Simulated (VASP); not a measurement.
A run of VASP 6.6.1 is set up as follows.

File INCAR:

```
SYSTEM = CsCl3
  PREC = Accurate
  ENCUT = 520
  EDIFF = 1E-6
  ISMEAR = 0
  SIGMA = 0.1
  LREAL = .FALSE.
  LASPH = .TRUE.
  NELM = 100
  ALGO = Normal
  ISIF = 2
  LWAVE = .FALSE.
  LCHARG = .FALSE.
  GGA = PS
  NBANDS = 23
```

File KPOINTS:

```
regular mesh
0
G
  6 6 6
  0 0 0
```

Contents of POSCAR:

```
CsCl3
1.0
   -2.0029901317      2.0029901317      7.6021373696
    2.0029901317     -2.0029901317      7.6021373696
    2.0029901317      2.0029901317     -7.6021373696
Cs Cl
1 3
Direct
    0.0000000000      0.0000000000      0.0000000000
    0.7500000000      0.2500000000      0.5000000000
    0.2500000000      0.7500000000      0.5000000000
    0.5000000000      0.5000000000      0.0000000000
```

Potentials or basis: VASP PAW PBE potentials, release 64 (Cs_sv, Cl).

Launch:

```bash
$ cat potpaw_PBE.64/Cs_sv/POTCAR potpaw_PBE.64/Cl/POTCAR > POTCAR
$ mpirun -np 1 vasp_std > vasp.out
```

(1) Estimate the pressure.

(2) Estimate the band gap on the k mesh.

## Answers

(1) 5.3 GPa.

(2) zero (band 15 reaches 1.31 eV, above the bottom of band 16 at -1.28 eV).

Caveat: the k points lie up to 0.37 Å⁻¹ apart; the cell differs from its parent crystal (K replaced by Cs, lengths x 1.048, strained); the PAW data sets were made with another functional, which shifts forces and pressure a little; spin-orbit coupling is left out, which moves the levels of the heavy elements.
